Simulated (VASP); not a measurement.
A run of VASP 6.6.1:

The input INCAR:

```
SYSTEM = Rb3SiS
PREC     = Accurate       ! precision mode
ENCUT    = 600            ! plane-wave cutoff, eV
EDIFF    = 1E-7           ! SCF threshold, eV
ISMEAR   = 0              ! smearing method
SIGMA    = 0.1            ! smearing width, eV
LREAL    = .FALSE.        ! projectors in reciprocal space
LASPH    = .TRUE.         ! aspherical terms in the spheres
NELM     = 80             ! most SCF steps
ALGO     = Normal         ! electronic algorithm
ISIF     = 3              ! what is computed and relaxed
LWAVE    = .FALSE.        ! write WAVECAR
LCHARG   = .FALSE.        ! write CHGCAR
GGA      = PE             ! functional
IBRION   = 2              ! ionic algorithm
NSW      = 100            ! ionic steps
EDIFFG   = -0.01          ! ionic threshold
```

The input KPOINTS:

```
Automatic mesh
0
G
  6 6 6
  0 0 0
```

Contents of POSCAR:

```
Rb3SiS
1.0
    6.3004314171      0.0000000000      0.0000000000
    0.0000000000      6.3004314171      0.0000000000
    0.0000000000      0.0000000000      6.3004314171
Rb Si S
3 1 1
Direct
    0.5000000000      0.5000000000      0.0000000000
    0.5000000000      0.0000000000      0.5000000000
    0.0000000000      0.5000000000      0.5000000000
    0.0000000000      0.0000000000      0.0000000000
    0.5000000000      0.5000000000      0.5000000000
```

Potentials or basis: VASP PAW PBE potentials, release 64 (Rb_sv, Si, S).

Command:

```console
$ cat potpaw_PBE.64/Rb_sv/POTCAR potpaw_PBE.64/Si/POTCAR potpaw_PBE.64/S/POTCAR > POTCAR
$ mpirun -np 1 vasp_std > vasp.out
```

Hardware: 1 thread of Intel Xeon 6975P-C, with other jobs on the host.

**Question.** How long does it take, and how much memory?

**Answer.** Wall time 5.6 min on 1 thread of Intel Xeon 6975P-C, on a shared host, peak memory 0.45 GiB. Counts: scf iterations 42, k points 20, ion steps 3.
